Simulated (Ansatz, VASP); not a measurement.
Li2O: VASP beside Ansatz

```
CELL_PARAMETERS angstrom
0.00000 2.31301 2.31301
2.31301 0.00000 2.31301
2.31301 2.31301 0.00000
ATOMIC_POSITIONS crystal
Li 0.75000 0.75000 0.75000
Li 0.25000 0.25000 0.25000
O 0.00000 0.00000 0.00000
```

Change from the starting cell: species swapped into the Ba2N type (R-3m, No. 166).

Alike in both runs: functional PBE; k mesh 8 × 8 × 8; occupations gaussian, width 0.02 eV; no spin polarisation.

Ansatz relaxed the structure, and its values are those at the end. VASP's run is a single point on that final structure, the one shown.

|  | VASP | Ansatz |
| --- | --- | --- |
| version | VASP 6.6.1 | Ansatz 0.2.0 |
| potentials or method | VASP PAW PBE potentials, release 64 (Li_sv, O), cutoff 750 eV | scalar-relativistic, plane waves, PAW |
| valence electrons in the cell | 12 | 12 |

VASP gave:

```
gap on the k mesh at the Fermi level (eV) : 4.97
least direct gap on the mesh (eV)         : 5.24
pressure (GPa)                            : -0.3
```

Which values does Ansatz return?

gap on the k mesh at the Fermi level (eV): 4.98; least direct gap on the mesh (eV): 5.24; pressure (GPa): 0.0.
